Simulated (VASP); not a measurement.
Wanted: the native input for a VASP 6.6.1 run.

```yaml
Task: single point
Functional: PBEsol
Potentials_or_basis: VASP PAW PBE potentials, release 64 (Ag)
Cutoff: 520 eV
k_mesh: 18 × 18 × 18
Occupations: gaussian, width 0.1 eV
Spin: no spin polarisation
Dipole_correction: no
Further_INCAR_settings: ALGO = Fast; EDIFF = 1e-06; NBANDS = 12
```

The structure of Ag lies in POSCAR:

```
Ag
1.0
   -1.6171800212      1.6171800212      1.6171800212
    1.6171800212     -1.6171800212      1.6171800212
    1.6171800212      1.6171800212     -1.6171800212
Ag
1
Direct
    0.0000000000      0.0000000000      0.0000000000
```

This isn't the form of Ag at room conditions, which is fcc.

One way to write it, as run:

INCAR

```
SYSTEM = Ag
PREC = Accurate ; ENCUT = 520
EDIFF = 1E-6 ; ISMEAR = 0
SIGMA = 0.1 ; LREAL = .False.
LASPH = .True. ; NELM = 80
ALGO = Fast ; ISIF = 2
LWAVE = .False. ; LCHARG = .True.
GGA = PS ; LELF = .True.
LVHAR = .True. ; NBANDS = 12
```

KPOINTS

```
Automatic mesh
0
Gamma
  18 18 18
  0 0 0
```

Potentials or basis: VASP PAW PBE potentials, release 64 (Ag).

The run is started by

```bash
$ cat potpaw_PBE.64/Ag/POTCAR > POTCAR
$ mpirun -np 1 vasp_std > vasp.out
```

It gave:

```
Pressure               : -1.0 GPa
Band gap on the k mesh : zero (an odd number of electrons rules out a gap without spin polarisation)
```

Caveat: the PAW data sets were made with another functional, which shifts forces and pressure a little.

Wall time 42 s on 1 thread of Intel Xeon 8259CL, with other jobs on the host, peak memory 0.17 GiB.
